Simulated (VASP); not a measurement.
Wanted: the native input for a VASP 6.6.1 run.

* Task: single point
* Functional: LDA
* Potentials or basis: VASP PAW LDA potentials, release 64 (Si)
* Cutoff: 520 eV
* k mesh: 6 × 6 × 6
* Occupations: gaussian, width 0.1 eV
* Spin: no spin polarisation
* Dipole correction: no
* Further INCAR settings: ALGO = Normal; EDIFF = 1e-07; NBANDS = 11

The structure of Si lies in POSCAR:

```
Si
1.0
    0.0000000000      2.7218511900      2.7218511900
    2.7218511900      0.0000000000      2.7218511900
    2.7218511900      2.7218511900      0.0000000000
Si
2
Direct
    0.7500000000      0.7500000000      0.7500000000
    0.5000000000      0.5000000000      0.5000000000
```

One way to write it, as run:

INCAR

```
SYSTEM = Si
PREC = Accurate
ENCUT = 520
EDIFF = 1E-7
ISMEAR = 0
SIGMA = 0.1
LREAL = .FALSE.
LASPH = .TRUE.
NELM = 100
ALGO = Normal
ISIF = 2
LWAVE = .FALSE.
LCHARG = .FALSE.
GGA = CA
NBANDS = 11
```

KPOINTS

```
Automatic mesh
0
G
  6 6 6
  0 0 0
```

Potentials or basis: VASP PAW LDA potentials, release 64 (Si).

Run with:

```sh
$ cat potpaw_LDA.64/Si/POTCAR > POTCAR
$ mpirun -np 1 vasp_std > vasp.out
```

It gave:

```
Pressure               : -2.0 GPa
Band gap on the k mesh : 0.61 eV (least direct gap 2.52 eV)
```

It took 9 s on 1 thread of Intel Xeon 8259CL, with other jobs on the host, peak memory 0.14 GiB.
